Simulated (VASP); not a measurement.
A run of VASP 6.6.1 is set up as follows.

Contents of INCAR:

```
PREC = Accurate ; ENCUT = 600
EDIFF = 1E-6 ; ISMEAR = -1
SIGMA = 0.02 ; LREAL = False
LASPH = True ; NELM = 120
ALGO = Normal ; ISIF = 2
LWAVE = False ; LCHARG = False
GGA = PE ; NBANDS = 17
GGA_COMPAT = False
```

KPOINTS

```
regular mesh
0
Gamma
  8 8 8
```

The input POSCAR:

```
PbO
1.0
    0.0000000000      2.7204223115      2.5361164145
    2.7204223115      0.0000000000      2.5361164145
    2.7204223115      2.7204223115      0.0000000000
Pb O
1 1
Direct
    0.0000000000      0.0000000000      0.0000000000
    0.5000000000      0.5000000000      0.5000000000
```

Potentials or basis: VASP PAW PBE potentials, release 64 (Pb_d, O).

Launch:

```console
$ cat potpaw_PBE.64/Pb_d/POTCAR potpaw_PBE.64/O/POTCAR > POTCAR
$ mpirun -np 1 vasp_std > vasp.out
```

(1) Estimate the band gap on the k mesh.

(2) Predict the pressure.

Answers

(1) 0.40 eV.

(2) -1.6 GPa.

Caveat: the cell differs from its parent crystal (epitaxial xy strain +4.4%); spin-orbit coupling is left out, which moves the levels of the heavy elements.
